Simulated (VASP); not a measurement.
Input of a VASP 6.6.1 run:

The input INCAR:

```
SYSTEM = TiO2
PREC = Accurate ; ENCUT = 520
EDIFF = 1E-7 ; ISMEAR = 0
SIGMA = 0.05 ; LREAL = .FALSE.
LASPH = .TRUE. ; NELM = 60
ALGO = Normal ; ISIF = 2
LWAVE = .FALSE. ; LCHARG = .TRUE.
GGA = PS ; LELF = .TRUE.
LVHAR = .TRUE. ; NBANDS = 33
```

The input KPOINTS:

```
regular mesh
0
G
  6 6 10
  0 0 0
```

Contents of POSCAR:

```
TiO2
1.0
    4.5912476203      0.0000000000      0.0000000000
    0.0000000000      4.5912476203     -0.1147811905
    0.0000000000     -0.0734748505      2.9389940195
Ti O
2 4
Direct
    0.0000000000      0.0000000000      0.0000000000
    0.5000000000      0.5000000000      0.5000000000
    0.3044387440      0.3044387440      0.0000000000
    0.1955612560      0.8044387440      0.5000000000
    0.6955612560      0.6955612560      0.0000000000
    0.8044387440      0.1955612560      0.5000000000
```

Potentials or basis: VASP PAW PBE potentials, release 64 (Ti_sv, O).

Command:

```bash
$ cat potpaw_PBE.64/Ti_sv/POTCAR potpaw_PBE.64/O/POTCAR > POTCAR
$ mpirun -np 1 vasp_std > vasp.out
```

Q: Estimate the pressure.

A: 1.2 GPa.

Q: Predict the largest force.

A: 0.296 eV/Å.

Q: Estimate the band gap on the k mesh.

A: 1.82 eV (least direct gap 1.85 eV).

Forces in eV/Å, atoms in the order of the input:
```
Ti   0.000  0.000  0.000
Ti   0.000  0.000  0.000
O   -0.049 -0.050 -0.287
O    0.049 -0.050 -0.287
O    0.049  0.050  0.287
O   -0.049  0.050  0.287
```

Caveat: the cell differs from its parent crystal (strain -0.0500 x Voigt [0, 0, 0, 1, 0, 0]); the PAW data sets were made with another functional, which shifts forces and pressure a little. A k mesh can miss the band edges.
